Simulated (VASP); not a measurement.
# AlGa3N4 (R3m) in VASP: a series of runs

The runs below take AlGa3N4 through single point, with LDA.

All numbers are computed with VASP 6.6.1; they aren't measurements. Logs are shortened: lines on timing, memory, paths and dates and some standing lists are left out, and cuts for length are marked.

### 1 The cell of the first run

The structure is trigonal, space group R3m (No. 160). The conventional cell has a = 5.730 Å, b = 5.730 Å, c = 8.419 Å, α = 90.00°, β = 90.00°, γ = 120.00°. Within 2.3 Å of Al (site symmetry 3m) lie 4 N at 1.76 to 2.06 Å. Ga (site symmetry m) has 4 N at 1.81 to 2.12 Å within 2.4 Å. Within 2.3 Å of N (site symmetry m) lie 1 Al at 1.76 Å and 3 Ga at 1.81 to 2.12 Å. N (site symmetry 3m) has 3 Ga at 1.81 Å and 1 Al at 2.06 Å within 2.4 Å.

### 2 Single point, LDA (9.98 Å³/atom)

Contents of INCAR:

```
SYSTEM = AlGa3N4
PREC = Accurate ; ENCUT = 520
EDIFF = 1E-6 ; ISMEAR = 0
SIGMA = 0.05 ; LREAL = .FALSE.
LASPH = .TRUE. ; NELM = 100
ALGO = Normal ; ISIF = 2
LWAVE = .FALSE. ; LCHARG = .FALSE.
NBANDS = 41
```

Contents of KPOINTS:

```
regular mesh
0
G
  6 6 6
  0 0 0
```

Contents of POSCAR:

```
AlGa3N4
1.0
    4.3215985738      0.2695934102      0.2695934102
    0.2695934102      4.3215985738      0.2695934102
    0.2695934102      0.2695934102      4.3215985738
Al Ga N
1 3 4
Direct
    0.0000000000      0.0000000000      0.0000000000
    0.5000000000      0.5000000000      0.0000000000
    0.5000000000      0.0000000000      0.5000000000
    0.0000000000      0.5000000000      0.5000000000
    0.7548078379      0.7548078379      0.2451921621
    0.7548078379      0.2451921621      0.7548078379
    0.2451921621      0.7548078379      0.7548078379
    0.2451921621      0.2451921621      0.2451921621
```

Potentials or basis: VASP PAW LDA potentials, release 64 (Al, Ga_d, N).

Launch:

```
$ cat potpaw_LDA.64/Al/POTCAR potpaw_LDA.64/Ga_d/POTCAR potpaw_LDA.64/N/POTCAR > POTCAR
$ mpirun -np 1 vasp_std > vasp.out
```

OUTCAR:

```text
SYSTEM = AlGa3N4
   PREC = Accurate
   ENCUT = 520
   EDIFF = 1E-6
   ISMEAR = 0
   LREAL = .FALSE.
   LASPH = .TRUE.
   NELM = 100
   ISIF = 2

 ion  position               nearest neighbor table
   1  0.000  0.000  0.000-   5 1.76   6 1.76   7 1.76   8 2.06   3 2.87   4 2.87   2 2.87   4 2.87
                             2 2.87   3 2.87
   2  0.500  0.500  0.000-   6 1.81   7 1.81   8 1.81   5 2.12   3 2.87   4 2.87   1 2.87   3 2.87
                             1 2.87   4 2.87
   3  0.500  0.000  0.500-   5 1.81   7 1.81   8 1.81   6 2.12   1 2.87   2 2.87   2 2.87   4 2.87
                             1 2.87   4 2.87
   4  0.000  0.500  0.500-   5 1.81   6 1.81   8 1.81   7 2.12   1 2.87   2 2.87   1 2.87   3 2.87
                             2 2.87   3 2.87
   5  0.755  0.755  0.245-   1 1.76   3 1.81   4 1.81   2 2.12
   6  0.755  0.245  0.755-   1 1.76   2 1.81   4 1.81   3 2.12
   7  0.245  0.755  0.755-   1 1.76   2 1.81   3 1.81   4 2.12
   8  0.245  0.245  0.245-   2 1.81   3 1.81   4 1.81   1 2.06

  LATTYP: Found a trigonal (rhomboedric) cell.
 ALAT       =     4.3383839672
 COS(alpha) =     0.1276635746

  Lattice vectors:

 A1 = (   4.3215985738,   0.2695934102,   0.2695934102)
 A2 = (   0.2695934102,   4.3215985738,   0.2695934102)
 A3 = (   0.2695934102,   0.2695934102,   4.3215985738)

Analysis of symmetry for initial positions (statically):
=====================================================================
 Subroutine PRICEL returns:
 Original cell was already a primitive cell.

 Routine SETGRP: Setting up the symmetry group for a
 trigonal (rhombohedral) supercell.

 Subroutine GETGRP returns: Found  6 space group operations
 (whereof  6 operations were pure point group operations)
 out of a pool of 12 trial point group operations.

The static configuration has the point symmetry C_3v.

Analysis of symmetry for dynamics (positions and initial velocities):
=====================================================================
 Subroutine PRICEL returns:
 Original cell was already a primitive cell.

 Routine SETGRP: Setting up the symmetry group for a
 trigonal (rhombohedral) supercell.

 Subroutine GETGRP returns: Found  6 space group operations
 (whereof  6 operations were pure point group operations)
 out of a pool of 12 trial point group operations.

The dynamic configuration has the point symmetry C_3v.

 Subroutine INISYM returns: Found  6 space group operations
 (whereof  6 operations are pure point group operations),
 and found     1 'primitive' translations

----------------------------------------------------------------------------------------

                                     Primitive cell

  volume of cell :      79.8080

  direct lattice vectors                    reciprocal lattice vectors
     4.321598574  0.269593410  0.269593410     0.233103619 -0.013687774 -0.013687774
     0.269593410  4.321598574  0.269593410    -0.013687774  0.233103619 -0.013687774
     0.269593410  0.269593410  4.321598574    -0.013687774 -0.013687774  0.233103619

  length of vectors
     4.338383967  4.338383967  4.338383967     0.233905980  0.233905980  0.233905980

  position of ions in fractional coordinates (direct lattice)
     0.000000000  0.000000000  0.000000000
     0.500000000  0.500000000  0.000000000
     0.500000000  0.000000000  0.500000000
     0.000000000  0.500000000  0.500000000
     0.754807838  0.754807838  0.245192162
     0.754807838  0.245192162  0.754807838
     0.245192162  0.754807838  0.754807838
     0.245192162  0.245192162  0.245192162

  ion indices of the primitive-cell ions
   primitive index   ion index
                 1           1
                 2           2
                 3           3
                 4           4
                 5           5
                 6           6
                 7           7
                 8           8

----------------------------------------------------------------------------------------

 KPOINTS: regular mesh

Automatic generation of k-mesh.
 Grid dimensions read from file:
[... 50 lines left out ...]

 E-fermi :   7.0632     XC(G=0): -12.5030

 val. band max:        6.8508311867   @ k =   0.0000   0.0000   0.0000
 cond. band min:       8.3725346856   @ k =   0.0000   0.0000   0.0000
 fundamental gap:      1.5217034988
 Fermi energy:         7.0631607119

 k-point     1 :       0.0000    0.0000    0.0000
  band No.  band energies     occupation
      1     -10.2175      2.00000
      2      -8.7574      2.00000
      3      -8.5216      2.00000
      4      -8.5216      2.00000
      5      -7.0692      2.00000
      6      -7.0146      2.00000
[... 33 lines left out ...]
     40      18.1193      0.00000
     41      18.1558      0.00000

 k-point     2 :       0.1667    0.0000    0.0000
  band No.  band energies     occupation
      1     -10.0840      2.00000
      2      -8.7738      2.00000
      3      -8.5576      2.00000
      4      -8.5220      2.00000
      5      -7.0516      2.00000
      6      -7.0103      2.00000
[... 33 lines left out ...]
     40      17.9171      0.00000
     41      17.9874      0.00000

 k-point     3 :       0.3333   -0.0000    0.0000
  band No.  band energies     occupation
      1      -9.7213      2.00000
      2      -8.8854      2.00000
      3      -8.6378      2.00000
      4      -8.5228      2.00000
      5      -7.0251      2.00000
      6      -6.9828      2.00000
[... 33 lines left out ...]
     40      17.5327      0.00000
     41      17.6164      0.00000

 k-point     4 :       0.5000   -0.0000    0.0000
  band No.  band energies     occupation
      1      -9.3250      2.00000
      2      -9.1642      2.00000
      3      -8.6664      2.00000
      4      -8.5233      2.00000
      5      -6.9975      2.00000
      6      -6.9585      2.00000
[... 825 lines left out ...]
     40      17.4049      0.00000
     41      17.6268      0.00000

 k-point    23 :       0.5000    0.5000    0.1667
  band No.  band energies     occupation
      1      -9.1147      2.00000
      2      -8.9657      2.00000
      3      -8.7082      2.00000
      4      -8.6685      2.00000
      5      -7.0138      2.00000
      6      -6.9801      2.00000
[... 33 lines left out ...]
     40      16.8279      0.00000
     41      16.9189      0.00000

 k-point    24 :      -0.3333    0.5000    0.1667
  band No.  band energies     occupation
      1      -9.1061      2.00000
      2      -8.9425      2.00000
      3      -8.7813      2.00000
      4      -8.6275      2.00000
      5      -7.0062      2.00000
      6      -6.9763      2.00000
[... 33 lines left out ...]
     40      17.0498      0.00000
     41      17.2694      0.00000

 [... further k-points ...]
[... 5 lines left out ...]
  --------------------------------------------------------------------------------------
  -------------------------------------------------------------------------------------
  Total       15.9563423     15.9563423     15.9563423    -14.2135217    -14.2135217    -14.2135217
  in kB      320.3299154    320.3299154    320.3299154   -285.3420997   -285.3420997   -285.3420997
  external PRESSURE =     320.3299154 kB  Pullay stress =       0.0000000 kB

 VOLUME and BASIS-vectors are now :
 -----------------------------------------------------------------------------
  energy-cutoff  :      520.00
  volume of cell :       79.81
      direct lattice vectors                 reciprocal lattice vectors
     4.321598574  0.269593410  0.269593410     0.233103619 -0.013687774 -0.013687774
     0.269593410  4.321598574  0.269593410    -0.013687774  0.233103619 -0.013687774
     0.269593410  0.269593410  4.321598574    -0.013687774 -0.013687774  0.233103619

 POSITION                                       TOTAL-FORCE (eV/Angst)
 -----------------------------------------------------------------------------------
      0.00000      0.00000      0.00000         0.978425      0.978425      0.978425
      2.29560      2.29560      0.26959         0.998667      0.998667      1.049538
      2.29560      0.26959      2.29560         0.998667      1.049538      0.998667
      0.26959      2.29560      2.29560         1.049538      0.998667      0.998667
      3.53157      3.53157      1.46660        -0.913504     -0.913504     -1.005609
      3.53157      1.46660      3.53157        -0.913504     -1.005609     -0.913504
      1.46660      3.53157      3.53157        -1.005609     -0.913504     -0.913504
      1.19183      1.19183      1.19183        -1.192681     -1.192681     -1.192681
 -----------------------------------------------------------------------------------
    total drift:                               -0.000008     -0.000008     -0.000008

  FREE ENERGIE OF THE ION-ELECTRON SYSTEM (eV)
  ---------------------------------------------------
  free  energy   TOTEN  =       -55.0011877890 eV

  energy  without entropy=      -55.0011877890  energy(sigma->0) =      -55.00118779
```

Wall time 57 s (1 thread of AMD EPYC 9R45 (Zen 5), shared host); peak memory 0.18 GiB.

What came out:

* Free energy: -55.0012 eV
* Pressure: 32.0 GPa
* Largest force: 2.066 eV/Å
* Band gap on the k mesh: 1.52 eV

Forces on the atoms (eV/Å):
```
Al   0.978  0.978  0.978
Ga   0.999  0.999  1.050
Ga   0.999  1.050  0.999
Ga   1.050  0.999  0.999
N   -0.914 -0.914 -1.006
N   -0.914 -1.006 -0.914
N   -1.006 -0.914 -0.914
N   -1.193 -1.193 -1.193
```

Stress tensor (GPa, compression positive):
```
 32.03 -28.53 -28.53
-28.53  32.03 -28.53
-28.53 -28.53  32.03
```

Levels at points of the mesh, in eV from the valence-band top:
| k point | band 27 | band 28 | band 29 | band 30 | band 31 | band 32 | band 33 | band 34 | band 35 | band 36 |
| --- | --- | --- | --- | --- | --- | --- | --- | --- | --- | --- |
| (0.00, 0.00, 0.00) | -2.37 | -2.34 | -1.24 | 0.00 | 0.00 | 1.52 | 2.57 | 2.57 | 2.88 | 7.31 |
| (0.50, 0.00, 0.00) | -3.28 | -2.70 | -2.40 | -1.41 | -1.03 | 4.14 | 4.24 | 5.43 | 5.75 | 8.49 |
| (0.50, 0.50, 0.00) | -3.54 | -1.69 | -1.67 | -1.03 | -0.77 | 5.75 | 5.88 | 6.20 | 6.85 | 7.27 |
| (0.50, 0.50, 0.50) | -1.42 | -1.42 | -1.19 | -0.37 | -0.37 | 4.36 | 4.36 | 5.18 | 7.30 | 8.18 |

Caveat: the cell stands under pressure; forces of over 1 eV/Å act on the atoms, so gaps and moduli don't describe the material at rest.

(Continued in part 2 of 2.)
